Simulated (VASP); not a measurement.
Input of a VASP 6.6.1 run:

Contents of INCAR:

```
ALGO     = Normal         # electronic algorithm
EDIFF    = 1E-7           # SCF threshold, eV
ENCUT    = 520            # plane-wave cutoff, eV
GGA      = PS             # functional
ISIF     = 2              # what is computed and relaxed
ISMEAR   = -1             # smearing method
LASPH    = T              # aspherical terms in the spheres
LCHARG   = F              # write CHGCAR
LREAL    = F              # projectors in reciprocal space
LWAVE    = F              # write WAVECAR
NBANDS   = 12             # bands
NELM     = 80             # most SCF steps
PREC     = Accurate       # precision mode
SIGMA    = 0.05           # smearing width, eV
```

The input KPOINTS:

```
k-points
0
Gamma
  11 11 11
```

POSCAR

```
LiF
1.0
    0.0000000000      2.0405030393      2.0405030393
    2.0405030393      0.0000000000      2.0405030393
    2.0405030393      2.0405030393      0.0000000000
F Li
1 1
Direct
    0.5000000000      0.5000000000      0.5000000000
    0.0000000000      0.0000000000      0.0000000000
```

Potentials or basis: VASP PAW PBE potentials, release 64 (F, Li_sv).

Run with:

```sh
$ cat potpaw_PBE.64/F/POTCAR potpaw_PBE.64/Li_sv/POTCAR > POTCAR
$ mpirun -np 1 vasp_std > vasp.out
```

(1) What does it give for the band gap on the k mesh?

Answers

(1) 8.58 eV.

Caveat: an odd mesh through Γ misses points on the zone boundary, where band edges can lie.
